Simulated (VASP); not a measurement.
Runs of VASP 6.6.1 on TaS2. The structure is that of space group P-3m1 (No. 164), or close to it. The cells are those of the table. 

| level | potentials or basis | spin | cell | k mesh | cutoff (eV) | smearing | gap on the mesh (eV) | pressure (GPa) | moment (μB) | largest force (eV/Å) |
| --- | --- | --- | --- | --- | --- | --- | --- | --- | --- | --- |
| PBE | VASP PAW PBE potentials, release 64 (Ta_pv, S) | off | a = 3.383, b = 3.383, c = 6.168 Å, angles 90.0, 90.0, 120.0°, 3 atoms | 5 × 5 × 3 | 500 | gaussian 0.1 eV | none | (a) | - | 0.08 |
| PBE+D3(BJ) | VASP PAW PBE potentials, release 64 (Ta_pv, S) | collinear, zero start | a = 3.383, b = 3.383, c = 6.168 Å, angles 90.0, 90.0, 120.0°, 3 atoms | 6 × 6 × 4 | 500 | gaussian 0.1 eV | none | -1.8 | 0.00 | 0.16 |
| PBE+D3(BJ) | VASP PAW PBE potentials, release 64 (Ta_pv, S) | off | a = 3.383, b = 3.383, c = 6.168 Å, angles 90.0, 90.0, 120.0°, 3 atoms | 6 × 6 × 4 | 500 | gaussian 0.1 eV | none | -1.8 | - | 0.16 |
| r2SCAN+D4 | VASP PAW PBE potentials, release 64 (Ta_pv, S) | off | a = 3.383, b = 3.383, c = 6.168 Å, angles 90.0, 90.0, 120.0°, 3 atoms | 4 × 4 × 2 | 550 | gaussian 0.1 eV | none | (b) | - | 0.08 |
| PBE | VASP PAW PBE potentials, release 64 (Ta_pv, S) | off | a = 3.383, b = 3.383, c = 6.168 Å, angles 90.0, 90.0, 120.0°, 3 atoms | 6 × 6 × 4 | 500 | gaussian 0.1 eV | none | 1.4 | - | 0.15 |
| PBE | VASP PAW PBE potentials, release 64 (Ta_pv, S) | off | a = 3.383, b = 3.383, c = 6.168 Å, angles 90.0, 90.0, 120.0°, 3 atoms | 4 × 1 × 5, shifted | 500 | gaussian 0.1 eV | none | -1.4 | - | 1.73 |
| PBE | VASP PAW PBE potentials, release 64 (Ta_pv, S) | off | a = 3.383, b = 3.383, c = 6.168 Å, angles 90.0, 90.0, 120.0°, 3 atoms | 6 × 6 × 4 | 500 | tetrahedron | none | 1.7 | - | 0.17 |
| LDA | VASP PAW LDA potentials, release 64 (Ta_pv, S) | collinear | a = 3.383, b = 3.383, c = 6.168 Å, angles 90.0, 90.0, 120.0°, 3 atoms | 6 × 6 × 4 | 500 | gaussian 0.1 eV | none | (c) | 0.00 | 0.27 |
| RPBE | VASP PAW PBE potentials, release 64 (Ta_pv, S) | off | a = 3.416, b = 3.416, c = 6.229 Å, angles 90.0, 90.0, 120.0°, 3 atoms | 6 × 6 × 4 | 500 | gaussian 0.1 eV | none | 0.2 | - | 0.22 |
| PBE | VASP PAW PBE potentials, release 64 (Ta_pv, S) | off | a = 3.298, b = 3.298, c = 6.014 Å, angles 90.0, 90.0, 120.0°, 3 atoms | 6 × 6 × 4 | 500 | gaussian 0.1 eV | none | 12.7 | - | 1.45 |
| PBE+D4 | VASP PAW PBE potentials, release 64 (Ta_pv, S) | off | a = 3.383, b = 3.383, c = 6.168 Å, angles 90.0, 90.0, 120.0°, 3 atoms | 6 × 6 × 4 | 500 | methfessel-paxton 0.0039 eV | none | -1.0 | - | 0.17 |

Alike in all rows: task single point.

Problem. Fill in the values left out.

Solution. (a) 1.5; (b) -0.6; (c) -5.1.

Caveats: some runs use coarse meshes; spin-orbit coupling is left out, which moves the levels of the heavy elements; this functional lacks dispersion, which binds the layers, so the pressure and a relaxed spacing across them are unreliable (at least some runs); the PAW data sets were made with another functional, which shifts forces and pressure a little (at least some runs); forces of over 1 eV/Å act on the atoms, so gaps and moduli don't describe the material at rest (at least some runs); the cell stands under tension (at least some runs).

A k mesh can miss the band edges, and the runs leave out spin-orbit coupling on Ta.

A gap of «none» marks levels without a gap at the run's occupations.
